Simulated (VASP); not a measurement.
Wanted: the native input for a VASP 6.6.1 run.

```yaml
Task: single point
Functional: PBEsol
Potentials_or_basis: VASP PAW PBE potentials, release 64 (Ta_pv, N)
Cutoff: 520 eV
k_mesh: 18 × 18 × 10
Occupations: gaussian, width 0.15 eV
Spin: no spin polarisation
Dipole_correction: no
Further_INCAR_settings: ALGO = Normal; EDIFF = 1e-06; NBANDS = 20
```

The structure of Ta2N lies in POSCAR:

```
Ta2N
1.0
    3.0269676010      0.0000000000      0.0000000000
   -1.5134838005      2.6214308389      0.0000000000
    0.0000000000      0.0000000000      4.8888553724
Ta N
2 1
Direct
    0.6666666667      0.3333333333      0.7463700642
    0.3333333333      0.6666666667      0.2536299358
    0.0000000000      0.0000000000      0.0000000000
```

One way to write it, as run:

INCAR

```
SYSTEM = Ta2N
PREC = Accurate ; ENCUT = 520
EDIFF = 1E-6 ; ISMEAR = 0
SIGMA = 0.15 ; LREAL = .False.
LASPH = .True. ; NELM = 80
ALGO = Normal ; ISIF = 2
LWAVE = .False. ; LCHARG = .True.
GGA = PS ; LELF = .True.
LVHAR = .True. ; NBANDS = 20
```

KPOINTS

```
Automatic mesh
0
Gamma
  18 18 10
  0 0 0
```

Potentials or basis: VASP PAW PBE potentials, release 64 (Ta_pv, N).

Command:

```bash
$ cat potpaw_PBE.64/Ta_pv/POTCAR potpaw_PBE.64/N/POTCAR > POTCAR
$ mpirun -np 1 vasp_std > vasp.out
```

Results of the run:

```
Pressure               : 7.2 GPa
Largest force          : 0.456 eV/Å
Band gap on the k mesh : zero (an odd number of electrons rules out a gap without spin polarisation)
```

Caveat: the cell stands under pressure; the PAW data sets were made with another functional, which shifts forces and pressure a little; spin-orbit coupling is left out, which moves the levels of the heavy elements.

Run time: 4 min on 1 thread of Intel(R) Xeon(R) Platinum 8175M CPU @ 2.50GHz (Skylake/Cascade Lake), with other jobs on the host, peak memory 0.34 GiB.
